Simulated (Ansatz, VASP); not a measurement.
HfO2 in VASP and in Ansatz

File POSCAR:

```
HfO2
1.0
   -0.0352399403      2.4939423791      2.4939423791
    2.4939423791     -0.0352399403      2.4939423791
    2.4939423791      2.4939423791     -0.0352399403
Hf O
1 2
Direct
    0.0000000000      0.0000000000      0.0000000000
    0.2511892326      0.2511892326      0.2511892326
    0.7488107674      0.7488107674      0.7488107674
```

File INCAR.step1:

```
SYSTEM = HfO2
  ALGO = Normal
  EDIFF = 1E-5
  ENCUT = 520
  GGA = PE
  GGA_COMPAT = .FALSE.
  ISIF = 2
  ISMEAR = 0
  KPAR = 4
  LASPH = .TRUE.
  LREAL = .FALSE.
  LWAVE = .TRUE.
  NBANDS = 18
  NELM = 120
  PREC = Accurate
  SIGMA = 0.01
```

File INCAR.step2:

```
SYSTEM = HfO2
  ALGO = Normal
  EDIFF = 1E-6
  ENCUT = 520
  GGA = PE
  GGA_COMPAT = .FALSE.
  HFSCREEN = 0.2079
  ISIF = 2
  ISMEAR = 0
  ISTART = 1
  KPAR = 4
  LASPH = .TRUE.
  LCHARG = .TRUE.
  LHFCALC = .TRUE.
  LREAL = .FALSE.
  LVHAR = .TRUE.
  LWAVE = .FALSE.
  NBANDS = 18
  NELM = 120
  PREC = Accurate
  PRECFOCK = Normal
  SIGMA = 0.01
```

File KPOINTS:

```
k-points
0
G
  6 6 6
  0 0 0
```

Input for Ansatz:

```yaml
crystal:
  lattice:
    - [-0.0352399403, 2.4939423791, 2.4939423791]
    - [2.4939423791, -0.0352399403, 2.4939423791]
    - [2.4939423791, 2.4939423791, -0.0352399403]
  atoms:
    - { symbol: Hf, position: [0.0, 0.0, 0.0] }
    - { symbol: O, position: [0.2511892326, 0.2511892326, 0.2511892326] }
    - { symbol: O, position: [0.7488107674, 0.7488107674, 0.7488107674] }
kpoints:
  mp_grid: { grid: [6, 6, 6] }
  band_path:
    path:
      - [0.0, 0.0, 0.0]
      - [0.5, 0.0, 0.5]
      - [0.625, 0.25, 0.625]
      - [0.375, 0.375, 0.75]
      - [0.5, 0.5, 0.5]
      - [0.5, 0.25, 0.75]
    npoints: 1
hamiltonian:
  xc: hse06
scf:
  occupations: { method: fixed }
  n_extra_bands: 4
output:
  forces: true
  stress: true
  eigenvalues: true
```

Change from the starting cell: shear_111 strain -2.1%.

Alike in both runs: task single point; functional HSE06; k mesh 6 × 6 × 6; no spin polarisation.

```csv
,VASP,Ansatz
version,VASP 6.6.1,Ansatz 0.2.0
potentials or method,"VASP PAW PBE potentials, release 64 (Hf_pv, O)","plane waves, PAW"
plane-wave cutoff (eV),520,420
occupations,"gaussian, width 0.01 eV",fixed
valence electrons in the cell,22,38
```

Ansatz gave:

| Property | Result |
| --- | --- |
| gap on the k mesh at the Fermi level (eV) | 5.47 |
| pressure (GPa) | 5.6 |
| traceless stress, the component that is largest in VASP (GPa) | 1.15 |
| rms of the force components (eV/Å) | 0.003 |

Problem. Which values does VASP return?

Solution. gap on the k mesh at the Fermi level (eV): 5.43; pressure (GPa): 0.4; traceless stress, the component that is largest in VASP (GPa): 1.10; rms of the force components (eV/Å): 0.010.

Atom by atom the forces differ by 0.007 eV/Å (rms over components). One of these differences is far larger than is usual between the two programs; its cause wasn't traced. VASP's potentials hold 22 valence electrons a cell and Ansatz's 38, so a difference there can come from the potentials and not from the codes. Ansatz's warnings: stress exchange threshold loose, stress scf threshold loose.

Neither program's run includes spin-orbit coupling.
